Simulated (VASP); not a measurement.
# Al3InSb4 (P-4m2) in VASP: notebook

Al3InSb4 is run at these levels: PBE, PBEsol; tasks: single point.

All numbers are computed with VASP 6.6.1; they aren't measurements. Logs are shortened: lines on timing, memory, paths and dates and some standing lists are left out, and cuts for length are marked.

## Step 1: The cell of the first run

Symmetry: P-4m2, No. 115, tetragonal system. The conventional cell has a = 4.473 Å, b = 4.473 Å, c = 12.641 Å, α = 90.00°, β = 90.00°, γ = 90.00°. Al (site symmetry 2mm) has 4 Sb at 2.70 to 2.71 Å within 3.6 Å. Within 3.6 Å of Al (site symmetry -4m2) lie 4 Sb at 2.71 Å. In (site symmetry -4m2) has 4 Sb at 2.83 Å within 3.7 Å. Sb (site symmetry 2mm) has 2 Al at 2.70 Å and 2 In at 2.83 Å within 3.6 Å. Sb (site symmetry 2mm) has 4 Al at 2.71 Å within 3.6 Å.

## Step 2: Single point, PBE

Contents of INCAR:

```
PREC     = Accurate       # precision mode
ENCUT    = 520            # plane-wave cutoff, eV
EDIFF    = 1E-6           # SCF threshold, eV
ISMEAR   = 0              # smearing method
SIGMA    = 0.02           # smearing width, eV
LREAL    = F              # projectors in reciprocal space
LASPH    = T              # aspherical terms in the spheres
NELM     = 100            # most SCF steps
ALGO     = Normal         # electronic algorithm
ISIF     = 2              # what is computed and relaxed
LWAVE    = F              # write WAVECAR
LCHARG   = F              # write CHGCAR
GGA      = PE             # functional
NBANDS   = 31             # bands
```

Contents of KPOINTS:

```
regular mesh
0
Gamma
  6 6 2
```

Contents of POSCAR:

```
Al3InSb4
1.0
    4.4725159000      0.0000000000      0.0000000000
    0.0000000000      4.4725159000      0.0000000000
    0.0000000000      0.0000000000     12.6405638000
Al In Sb
3 1 4
Direct
    0.0000000000      0.0000000000      0.2575320000
    0.5000000000      0.5000000000      0.5000000000
    0.0000000000      0.0000000000      0.7424680000
    0.5000000000      0.5000000000      0.0000000000
    0.5000000000      0.0000000000      0.8622030000
    0.0000000000      0.5000000000      0.1377970000
    0.5000000000      0.0000000000      0.3788230000
    0.0000000000      0.5000000000      0.6211770000
```

Potentials or basis: VASP PAW PBE potentials, release 64 (Al, In_d, Sb).

Command:

```console
$ cat potpaw_PBE.64/Al/POTCAR potpaw_PBE.64/In_d/POTCAR potpaw_PBE.64/Sb/POTCAR > POTCAR
$ mpirun -np 1 vasp_std > vasp.out
```

OUTCAR:

```text
PREC = Accurate
   ENCUT = 520
   EDIFF = 1E-6
   ISMEAR = 0
   LREAL = F
   LASPH = T
   NELM = 100
   ISIF = 2
   GGA = PE

 ion  position               nearest neighbor table
   1  0.000  0.000  0.258-   6 2.70   6 2.70   7 2.71   7 2.71
   2  0.500  0.500  0.500-   7 2.71   8 2.71   7 2.71   8 2.71
   3  0.000  0.000  0.742-   5 2.70   5 2.70   8 2.71   8 2.71
   4  0.500  0.500  0.000-   5 2.83   6 2.83   5 2.83   6 2.83
   5  0.500  0.000  0.862-   3 2.70   3 2.70   4 2.83   4 2.83
   6  0.000  0.500  0.138-   1 2.70   1 2.70   4 2.83   4 2.83
   7  0.500  0.000  0.379-   2 2.71   2 2.71   1 2.71   1 2.71
   8  0.000  0.500  0.621-   2 2.71   2 2.71   3 2.71   3 2.71

  LATTYP: Found a simple tetragonal cell.
 ALAT       =     4.4725159000
 C/A-ratio  =     2.8262758775

  Lattice vectors:

 A1 = (   4.4725159000,   0.0000000000,   0.0000000000)
 A2 = (   0.0000000000,   4.4725159000,   0.0000000000)
 A3 = (   0.0000000000,   0.0000000000,  12.6405638000)

Analysis of symmetry for initial positions (statically):
=====================================================================
 Subroutine PRICEL returns:
 Original cell was already a primitive cell.

 Routine SETGRP: Setting up the symmetry group for a
 simple tetragonal supercell.

 Subroutine GETGRP returns: Found  8 space group operations
 (whereof  8 operations were pure point group operations)
 out of a pool of 16 trial point group operations.

The static configuration has the point symmetry D_2d.

Analysis of symmetry for dynamics (positions and initial velocities):
=====================================================================
 Subroutine PRICEL returns:
 Original cell was already a primitive cell.

 Routine SETGRP: Setting up the symmetry group for a
 simple tetragonal supercell.

 Subroutine GETGRP returns: Found  8 space group operations
 (whereof  8 operations were pure point group operations)
 out of a pool of 16 trial point group operations.

The dynamic configuration has the point symmetry D_2d.

 Subroutine INISYM returns: Found  8 space group operations
 (whereof  8 operations are pure point group operations),
 and found     1 'primitive' translations

----------------------------------------------------------------------------------------

                                     Primitive cell

  volume of cell :     252.8542

  direct lattice vectors                    reciprocal lattice vectors
     4.472515900  0.000000000  0.000000000     0.223587802  0.000000000  0.000000000
     0.000000000  4.472515900  0.000000000     0.000000000  0.223587802  0.000000000
     0.000000000  0.000000000 12.640563800     0.000000000  0.000000000  0.079110395

  length of vectors
     4.472515900  4.472515900 12.640563800     0.223587802  0.223587802  0.079110395

  position of ions in fractional coordinates (direct lattice)
     0.000000000  0.000000000  0.257532000
     0.500000000  0.500000000  0.500000000
     0.000000000  0.000000000  0.742468000
     0.500000000  0.500000000  0.000000000
     0.500000000  0.000000000  0.862203000
     0.000000000  0.500000000  0.137797000
     0.500000000  0.000000000  0.378823000
     0.000000000  0.500000000  0.621177000

  ion indices of the primitive-cell ions
   primitive index   ion index
                 1           1
                 2           2
                 3           3
                 4           4
                 5           5
                 6           6
                 7           7
                 8           8

----------------------------------------------------------------------------------------

 KPOINTS: regular mesh

Automatic generation of k-mesh.
 Grid dimensions read from file:
 generate k-points for:    6    6    2

 Generating k-lattice:

  Cartesian coordinates                     Fractional coordinates (reciprocal lattice)
     0.037264634  0.000000000  0.000000000     0.166666667  0.000000000  0.000000000
     0.000000000  0.037264634  0.000000000     0.000000000  0.166666667  0.000000000
     0.000000000  0.000000000  0.039555198     0.000000000  0.000000000  0.500000000

  Length of vectors
     0.037264634  0.037264634  0.039555198

  Shift w.r.t. Gamma in fractional coordinates (k-lattice)
     0.000000000  0.000000000  0.000000000

 Subroutine IBZKPT returns following result:
 ===========================================

 Found     20 irreducible k-points:

 Following reciprocal coordinates:
            Coordinates               Weight
  0.000000  0.000000  0.000000      1.000000
  0.166667  0.000000  0.000000      4.000000
  0.333333  0.000000  0.000000      4.000000
  0.500000  0.000000  0.000000      2.000000
  0.166667  0.166667  0.000000      4.000000
  0.333333  0.166667  0.000000      8.000000
[... 12 lines left out ...]
  0.500000  0.333333  0.500000      4.000000
  0.500000  0.500000  0.500000      1.000000
   k-points           NKPTS =     20   k-points in BZ     NKDIM =     20   number of bands    NBANDS=     31
   number of dos      NEDOS =    301   number of ions     NIONS =      8
   total plane-waves  NPLWV = 124416
   dimension x,y,z NGX =    36 NGY =   36 NGZ =   96
   dimension x,y,z NGXF=    72 NGYF=   72 NGZF=  192
   ions per type =               3   1   4
   NGX,Y,Z   is equivalent  to a cutoff of  13.38, 13.38, 12.63 a.u.
   NGXF,Y,Z  is equivalent  to a cutoff of  26.76, 26.76, 25.25 a.u.
 SYSTEM =  unknown system
   PREC   = accura    normal or accurate (medium, high low for compatibility)
   ISTART =      0    job   : 0-new  1-cont  2-samecut
   ICHARG =      2    charge: 1-file 2-atom 10-const
   ISPIN  =      1    spin polarized calculation?
   LNONCOLLINEAR =      F non collinear calculations
   LSORBIT =      F    spin-orbit coupling
   LASPH  =      T    aspherical Exc in radial PAW
   ENCUT  =  520.0 eV  38.22 Ry    6.18 a.u.   8.32  8.32 23.50*2*pi/ulx,y,z
   NELM   =    100;   NELMIN=  2; NELMDL= -5     # of ELM steps
   EDIFF  = 0.1E-05   stopping-criterion for ELM
   LREAL  =      F    real-space projection
   EDIFFG = 0.1E-04   stopping-criterion for IOM
   NSW    =      0    number of steps for IOM
   IBRION =     -1    ionic relax: 0-MD 1-quasi-New 2-CG
   NFREE  =      0    steps in history (QN), initial steepest desc. (CG)
   ISIF   =      2    stress and relaxation
   ISYM   =      2    0-nonsym 1-usesym 2-fastsym
   POTIM  = 0.5000    time-step for ionic-motion
   TEBEG  =    0.0;   TEEND  =   0.0 temperature during run
   PSTRESS=    0.0 pullay stress
   NELECT =      42.0000    total number of electrons
   NUPDOWN=      -1.0000    fix difference up-down
   EMIN   =  10.00;   EMAX   =-10.00  energy-range for DOS
   EFERMI =   0.00;   METHOD = LEGACY
   ISMEAR =     0;   SIGMA  =   0.02  broadening in eV -4-tet -1-fermi 0-gaus
   EFERMI_NEDOS =   21; number of points for ismear=-14 and -15
   IALGO  =     38    algorithm
   IMIX   =      4    mixing-type and parameters
     AMIX     =   0.40;   BMIX     =  1.00
     AMIX_MAG =   1.60;   BMIX_MAG =  1.00
  volume/ion in A,a.u.               =      31.61       213.29
  Fermi-wavevector in a.u.,A,eV,Ry     =   0.899914  1.700592 11.018622  0.809846
  Thomas-Fermi vector in A             =   2.022807
   LORBIT       =      0    0 simple, 1 ext, 2 COOP (PROOUT), +10 PAW based schemes
   GGA     = PE    functional components
   LHFCALC =     F    Hartree Fock is set to
   AEXX    =    0.0000 exact exchange contribution
   IVDW    =     0    specifies the selected vdW correction
   LEPSILON=     F    determine dielectric tensor
   LRPA    =     F    only Hartree local field effects (RPA)
 non-spin polarized calculation
 Gauss-broadening in eV      SIGMA  =   0.02
  energy-cutoff  :      520.00
  volume of cell :      252.85
 maximum number of plane-waves:      6864
 NGX is ok and might be reduce to    36
   NGX = 17   NGY = 17   NGZ = 47

 number of electron      42.0000008 magnetization

 Free energy of the ion-electron system (eV)
  ---------------------------------------------------
  ext. energy  EPLUGINS =         0.00000000
  ---------------------------------------------------
  free energy    TOTEN  =       -31.50779587 eV

  energy without entropy =      -31.50779587  energy(sigma->0) =      -31.50779587

 E-fermi :   4.6002     XC(G=0):  -8.4776

 val. band max:        4.4798210154   @ k =   0.0000   0.0000   0.0000
 cond. band min:       5.2081714413   @ k =   0.0000   0.0000   0.0000
 fundamental gap:      0.7283504259
 Fermi energy:         4.6002280393

 k-point     1 :       0.0000    0.0000    0.0000
  band No.  band energies     occupation
      1      -9.9185      2.00000
      2      -9.8548      2.00000
      3      -9.8548      2.00000
      4      -9.8045      2.00000
      5      -9.8038      2.00000
      6      -6.0145      2.00000
[... 23 lines left out ...]
     30       7.4991      0.00000
     31       7.5800      0.00000

 k-point     2 :       0.1667    0.0000    0.0000
  band No.  band energies     occupation
      1      -9.9129      2.00000
      2      -9.8628      2.00000
      3      -9.8544      2.00000
      4      -9.8066      2.00000
      5      -9.8020      2.00000
      6      -5.8559      2.00000
[... 23 lines left out ...]
     30       7.8318      0.00000
     31       8.3229      0.00000

 k-point     3 :       0.3333    0.0000    0.0000
  band No.  band energies     occupation
      1      -9.9040      2.00000
      2      -9.8765      2.00000
      3      -9.8535      2.00000
      4      -9.8108      2.00000
      5      -9.7979      2.00000
      6      -5.4135      2.00000
[... 567 lines left out ...]
     30      10.0208      0.00000
     31      10.0251      0.00000

 k-point    20 :       0.5000    0.5000    0.5000
  band No.  band energies     occupation
      1      -9.8987      2.00000
      2      -9.8987      2.00000
      3      -9.8351      2.00000
      4      -9.8234      2.00000
      5      -9.7917      2.00000
      6      -4.2474      2.00000
[... 23 lines left out ...]
     30      10.9779      0.00000
     31      10.9780      0.00000

------------------------ aborting loop because EDIFF is reached ----------------------------------------

  FORCE on cell =-STRESS in cart. coord.  units (eV):
  Direction    XX          YY          ZZ          XY          YZ          ZX
  --------------------------------------------------------------------------------------
  -------------------------------------------------------------------------------------
  Total        0.1698102      0.1698102      0.1624399      0.0000000      0.0000000      0.0000000
  in kB        1.0759797      1.0759797      1.0292789      0.0000000      0.0000000      0.0000000
  external PRESSURE =       1.0604127 kB  Pullay stress =       0.0000000 kB

 VOLUME and BASIS-vectors are now :
 -----------------------------------------------------------------------------
  energy-cutoff  :      520.00
  volume of cell :      252.85
      direct lattice vectors                 reciprocal lattice vectors
     4.472515900  0.000000000  0.000000000     0.223587802  0.000000000  0.000000000
     0.000000000  4.472515900  0.000000000     0.000000000  0.223587802  0.000000000
     0.000000000  0.000000000 12.640563800     0.000000000  0.000000000  0.079110395

 POSITION                                       TOTAL-FORCE (eV/Angst)
 -----------------------------------------------------------------------------------
      0.00000      0.00000      3.25535        -0.000000     -0.000000     -0.000242
      2.23626      2.23626      6.32028        -0.000000     -0.000000      0.000000
      0.00000      0.00000      9.38521         0.000000     -0.000000      0.000242
      2.23626      2.23626      0.00000        -0.000000     -0.000000      0.000000
      2.23626      0.00000     10.89873        -0.000000     -0.000000      0.018369
      0.00000      2.23626      1.74183        -0.000000     -0.000000     -0.018369
      2.23626      0.00000      4.78854         0.000000      0.000000     -0.001279
      0.00000      2.23626      7.85203         0.000000     -0.000000      0.001279
 -----------------------------------------------------------------------------------
    total drift:                                0.000000      0.000000     -0.000000

  FREE ENERGIE OF THE ION-ELECTRON SYSTEM (eV)
  ---------------------------------------------------
  free  energy   TOTEN  =       -31.5077958654 eV

  energy  without entropy=      -31.5077958654  energy(sigma->0) =      -31.50779587
```

Run time: 5 min. Hardware: 1 thread of Intel Xeon 8259CL, shared host; peak memory 0.43 GiB.

What came out:

```
Free energy            : -31.5078 eV
Pressure               : 0.1 GPa
Largest force          : 0.018 eV/Å
Band gap on the k mesh : 0.73 eV
```

Forces on the atoms (eV/Å):
```
Al   0.000  0.000  0.000
Al   0.000  0.000  0.000
Al   0.000  0.000  0.000
In   0.000  0.000  0.000
Sb   0.000  0.000  0.018
Sb   0.000  0.000 -0.018
Sb   0.000  0.000 -0.001
Sb   0.000  0.000  0.001
```

Levels at points of the mesh, in eV from the valence-band top:
```csv
k point,band 17,band 18,band 19,band 20,band 21,band 22,band 23,band 24,band 25,band 26
"(0.00, 0.00, 0.00)",-1.23,-1.23,-0.09,0.00,0.00,0.73,1.21,1.30,1.62,1.81
"(0.50, 0.00, 0.00)",-1.13,-1.08,-0.93,-0.90,-0.53,0.86,1.04,2.16,2.38,3.53
"(0.50, 0.50, 0.00)",-2.61,-2.19,-2.11,-2.11,-2.05,1.12,1.30,1.30,1.64,3.94
"(0.00, 0.00, 0.50)",-1.50,-0.68,-0.68,-0.38,-0.38,1.14,1.24,1.76,1.93,2.08
"(0.50, 0.00, 0.50)",-1.78,-1.13,-1.13,-1.09,-0.53,1.74,1.79,1.85,1.85,3.47
"(0.50, 0.50, 0.50)",-2.44,-2.44,-2.42,-2.34,-2.34,1.90,2.11,2.11,2.22,2.22
```

Caveat: spin-orbit coupling is left out, which moves the levels of the heavy elements. A k mesh can miss the band edges.

## Step 3: Single point, PBEsol

Contents of INCAR:

```
SYSTEM = Al3InSb4
ALGO = Normal
EDIFF = 1E-7
ENCUT = 520
GGA = PS
ISIF = 2
ISMEAR = 0
LASPH = .TRUE.
LCHARG = .TRUE.
LELF = .TRUE.
LREAL = .FALSE.
LVHAR = .TRUE.
LWAVE = .FALSE.
NBANDS = 31
NELM = 80
PREC = Accurate
SIGMA = 0.02
```

Contents of KPOINTS:

```
k-points
0
G
  6 6 2
  0 0 0
```

POSCAR is that of step 2.

Potentials or basis: VASP PAW PBE potentials, release 64 (Al, In_d, Sb).

Command:

```console
$ cat potpaw_PBE.64/Al/POTCAR potpaw_PBE.64/In_d/POTCAR potpaw_PBE.64/Sb/POTCAR > POTCAR
$ mpirun -np 1 vasp_std > vasp.out
```

It took 6.3 min on 1 thread of Intel Xeon 8259CL, shared host; peak memory 0.44 GiB.

It converged, with:

- Free energy: -34.1908 eV
- Pressure: -1.6 GPa
- Largest force: 0.108 eV/Å
- Band gap on the k mesh: 0.68 eV

Forces on the atoms (eV/Å):
```
Al   0.000  0.000 -0.003
Al   0.000  0.000  0.000
Al   0.000  0.000  0.003
In   0.000  0.000  0.000
Sb   0.000  0.000  0.108
Sb   0.000  0.000 -0.108
Sb   0.000  0.000 -0.002
Sb   0.000  0.000  0.002
```

Levels at points of the mesh, in eV from the valence-band top:
| k point | band 18 | band 19 | band 20 | band 21 | band 22 | band 23 | band 24 | band 25 |
| --- | --- | --- | --- | --- | --- | --- | --- | --- |
| (0.00, 0.00, 0.00) | -1.23 | -0.10 | 0.00 | 0.00 | 0.68 | 1.12 | 1.24 | 1.57 |
| (0.50, 0.00, 0.00) | -1.08 | -0.93 | -0.90 | -0.53 | 0.81 | 1.00 | 2.12 | 2.33 |
| (0.50, 0.50, 0.00) | -2.19 | -2.12 | -2.12 | -2.06 | 1.06 | 1.20 | 1.20 | 1.59 |
| (0.00, 0.00, 0.50) | -0.68 | -0.68 | -0.39 | -0.39 | 1.07 | 1.18 | 1.71 | 1.89 |
| (0.50, 0.00, 0.50) | -1.13 | -1.13 | -1.09 | -0.54 | 1.71 | 1.75 | 1.81 | 1.82 |
| (0.50, 0.50, 0.50) | -2.46 | -2.44 | -2.36 | -2.36 | 1.85 | 2.02 | 2.02 | 2.14 |

Caveat: the PAW data sets were made with another functional, which shifts forces and pressure a little; spin-orbit coupling is left out, which moves the levels of the heavy elements.
